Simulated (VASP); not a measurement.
# Al16HRu16 (a cell with a defect) in VASP: a series of runs, part 2 of 2

VASP 6.6.1. The steps go on from the part before.

### Step 4. Single point, PBE

The input, INCAR:

```
ALGO = Normal
EDIFF = 1E-6
ENCUT = 520
GGA = PE
ISIF = 2
ISMEAR = 1
LASPH = True
LCHARG = True
LELF = True
LREAL = Auto
LVHAR = True
LWAVE = False
NBANDS = 158
NELM = 80
PREC = Accurate
SIGMA = 0.1
```

The input, KPOINTS:

```
k-points
0
Gamma
  1 1 1
```

The input, POSCAR:

```
Al16HRu16
1.0
    0.0000000000      6.0068828200      6.0068828200
    6.0068828200      0.0000000000      6.0068828200
    6.0068828200      6.0068828200      0.0000000000
Al Ru H
16 16 1
Direct
    0.0017691372      0.0004737898     -0.0008994682
    0.2517021799      0.2487352500      0.2494594193
    0.0015003622     -0.0014805516      0.4996790498
    0.2497526662      0.2484641443      0.7511241912
    0.0010194972      0.4997317394     -0.0006990314
    0.2507132310      0.7497251295      0.2498465585
    0.0020838595      0.4990655869      0.5005122607
    0.2499529365      0.7497509332      0.7503662274
    0.5004881217     -0.0004820304      0.0000628446
    0.7504882541      0.2492166145      0.2498220866
    0.5004663966      0.0002828422      0.4998427787
    0.7511549892      0.2481506706      0.7514331701
    0.5001126358      0.4999121991      0.0010542906
    0.7561066423      0.7639662929      0.2356313653
    0.4862790049      0.4941140170      0.5054674930
    0.7503227772      0.7501060259      0.7508478416
    0.1257922824      0.1244216880      0.1250080154
    0.3749080126      0.3735114480      0.3741307376
    0.1259769039      0.1242502180      0.6247863680
    0.3756189471      0.3743096157      0.8756135516
    0.1262599959      0.6242735396      0.1249718069
    0.3765925802      0.8736344053      0.3752757574
    0.1229661910      0.6254514384      0.6260720598
    0.3756435855      0.8745885607      0.8751484185
    0.6247705528      0.1272650929      0.1242648679
    0.8790926439      0.3711371716      0.3729888808
    0.6259556933      0.1239620486      0.6252796355
    0.8754331752      0.3747963074      0.8753326239
    0.6259248953      0.6243057526      0.1259574263
    0.8759273583      0.8746153633      0.3753086364
    0.6236389342      0.6265943773      0.6284405928
    0.8767147051      0.8753143115      0.8723254069
    0.6891710100      0.5610746207      0.4385055575
```

Started as:

```bash
$ cat potpaw_PBE.64/Al/POTCAR potpaw_PBE.64/Ru_pv/POTCAR potpaw_PBE.64/H/POTCAR > POTCAR
$ mpirun -np 1 vasp_gam > vasp.out
```

Run time: 3.4 min. Hardware: 1 thread of AMD EPYC 7R43 (Zen 3), shared host; peak memory 0.51 GiB.

It converged, with:

* Free energy: -240.3159 eV
* Pressure: -3.6 GPa
* Largest force: 0.017 eV/Å
* Band gap on the k mesh: zero (an odd number of electrons rules out a gap without spin polarisation)

Forces in eV/Å, atoms in the order of the input:
```
Al   0.000  0.000 -0.003
Al   0.003 -0.001 -0.001
Al   0.003 -0.001  0.001
Al   0.000  0.000  0.001
Al   0.000  0.001  0.000
Al  -0.001  0.001  0.002
Al   0.000 -0.003  0.000
Al   0.001  0.003 -0.002
Al  -0.002  0.002  0.000
Al   0.000  0.001  0.000
Al   0.000  0.002  0.001
Al   0.000 -0.003  0.000
Al   0.000  0.001  0.001
Al  -0.001  0.000 -0.003
Al  -0.001 -0.001  0.004
Al   0.000  0.000  0.000
Ru   0.001 -0.002  0.000
Ru   0.000  0.000  0.000
Ru   0.000 -0.001 -0.001
Ru   0.000  0.000  0.001
Ru   0.000  0.000 -0.001
Ru   0.000  0.001  0.000
Ru  -0.001  0.000  0.001
Ru  -0.001 -0.001 -0.001
Ru  -0.001  0.000  0.000
Ru  -0.016  0.007 -0.001
Ru   0.000  0.000  0.002
Ru   0.000 -0.002  0.000
Ru  -0.001 -0.001 -0.001
Ru   0.000 -0.001 -0.002
Ru   0.015  0.006  0.000
Ru   0.000 -0.001  0.001
H    0.000 -0.007  0.000
```

Stress tensor (GPa, compression positive):
```
-3.67  0.00  0.00
 0.00 -3.67  0.00
 0.00  0.00 -3.41
```

Levels at points of the mesh, in eV from the Fermi level:
```tsv
k point	band 132	band 133	band 134	band 135	band 136	band 137	band 138	band 139	band 140	band 141
(0.00, 0.00, 0.00)	-1.23	-1.21	-1.20	-1.19	-0.01	0.00	0.01	0.23	0.23	0.26
```

Caveat: the k points lie up to 0.91 Å⁻¹ apart, too coarse for converged energies and pressures of a metal.

### Step 5. Single point, PBE

The input, INCAR:

```
  ALGO = Normal
  EDIFF = 1E-6
  ENCUT = 520
  GGA = PE
  ISIF = 2
  ISMEAR = 1
  LASPH = T
  LCHARG = F
  LREAL = Auto
  LWAVE = F
  NBANDS = 158
  NELM = 100
  PREC = Accurate
  SIGMA = 0.1
```

KPOINTS is that of step 4.

The input, POSCAR:

```
Al16HRu16
1.0
    0.0000000000      6.0068828200      6.0068828200
    6.0068828200      0.0000000000      6.0068828200
    6.0068828200      6.0068828200      0.0000000000
Al Ru H
16 16 1
Direct
    0.0032148122     -0.0011277064     -0.0025818716
    0.2514896736      0.2490376531      0.2476778796
    0.0010853383     -0.0013541966      0.4980803837
    0.2512437058      0.2469091781      0.7493889318
    0.0022228667      0.4976458822     -0.0016431984
    0.2520069136      0.7475902452      0.2480414625
    0.0031276621      0.4975524893      0.4981303264
    0.2509541213      0.7483573652      0.7496570409
    0.5025406006     -0.0018551219     -0.0025151981
    0.7524865451      0.2479265111      0.2480919879
    0.5017642412     -0.0007781074      0.4988472540
    0.7525755264      0.2470274591      0.7486593521
    0.5027891488      0.4972533325     -0.0006789711
    0.7665790457      0.7529278722      0.2344140118
    0.4971384642      0.4835222506      0.5038462695
    0.7528810093      0.7473393663      0.7492288654
    0.1272246393      0.1229062597      0.1232397105
    0.3763885642      0.3720766772      0.3723626824
    0.1270100521      0.1231191821      0.6230228909
    0.3770883448      0.3727468251      0.8738335102
    0.1301149071      0.6218663010      0.1224427081
    0.3736694334      0.8764644921      0.3711105355
    0.1267722416      0.6231370100      0.6234571428
    0.3775451541      0.8725849425      0.8735554958
    0.6270123145      0.1233592401      0.1232250607
    0.8763647732      0.3737704842      0.3734871425
    0.6282819414      0.1200229839      0.6242825293
    0.8774529416      0.3726793192      0.8733598036
    0.6270383680      0.6230972223      0.1242556285
    0.8773946751      0.8730521565      0.3735196885
    0.6294489360      0.6206881525      0.6267373799
    0.8780657386      0.8737523533      0.8706945277
    0.5636961968      0.6865066497      0.4372252762
```

Started as:

```bash
$ cat potpaw_PBE.64/Al/POTCAR potpaw_PBE.64/Ru_pv/POTCAR potpaw_PBE.64/H/POTCAR > POTCAR
$ mpirun -np 1 vasp_gam > vasp.out
```

Run time: 3.4 min. Hardware: 1 thread of AMD EPYC 7R43 (Zen 3), shared host; peak memory 0.49 GiB.

Results (log left out):

```
Free energy            : -240.3152 eV
Pressure               : -3.6 GPa
Largest force          : 0.035 eV/Å
Band gap on the k mesh : zero (an odd number of electrons rules out a gap without spin polarisation)
```

Forces in eV/Å, atoms in the order of the input:
```
Al  -0.002 -0.001 -0.003
Al  -0.006  0.002 -0.009
Al  -0.006  0.002  0.010
Al  -0.003 -0.001  0.003
Al  -0.006  0.000  0.002
Al   0.004 -0.001  0.001
Al  -0.001 -0.004  0.002
Al  -0.002 -0.003 -0.005
Al   0.004  0.001 -0.001
Al  -0.008  0.000 -0.003
Al  -0.005 -0.003  0.003
Al  -0.002 -0.003 -0.003
Al  -0.001 -0.006 -0.006
Al  -0.020 -0.020  0.022
Al  -0.019 -0.019 -0.012
Al  -0.001 -0.006  0.006
Ru   0.005 -0.001  0.000
Ru   0.004  0.000 -0.003
Ru  -0.001  0.000  0.000
Ru   0.007  0.006  0.001
Ru   0.011 -0.002  0.000
Ru  -0.003  0.016  0.001
Ru   0.002  0.008  0.000
Ru  -0.001  0.007  0.000
Ru   0.002  0.009 -0.002
Ru  -0.001  0.018 -0.001
Ru   0.011 -0.003 -0.002
Ru   0.009  0.001  0.000
Ru   0.002  0.002  0.000
Ru   0.007  0.005 -0.003
Ru   0.016  0.024  0.000
Ru   0.003  0.000  0.002
H   -0.001 -0.031 -0.004
```

Stress tensor (GPa, compression positive):
```
-3.66  0.00  0.00
 0.00 -3.67  0.00
 0.00  0.00 -3.40
```

Levels at points of the mesh, in eV from the Fermi level:
| k point | band 132 | band 133 | band 134 | band 135 | band 136 | band 137 | band 138 | band 139 | band 140 | band 141 |
| --- | --- | --- | --- | --- | --- | --- | --- | --- | --- | --- |
| (0.00, 0.00, 0.00) | -1.23 | -1.21 | -1.20 | -1.19 | -0.01 | 0.00 | 0.01 | 0.23 | 0.23 | 0.26 |

Caveat: the k points lie up to 0.91 Å⁻¹ apart, too coarse for converged energies and pressures of a metal.
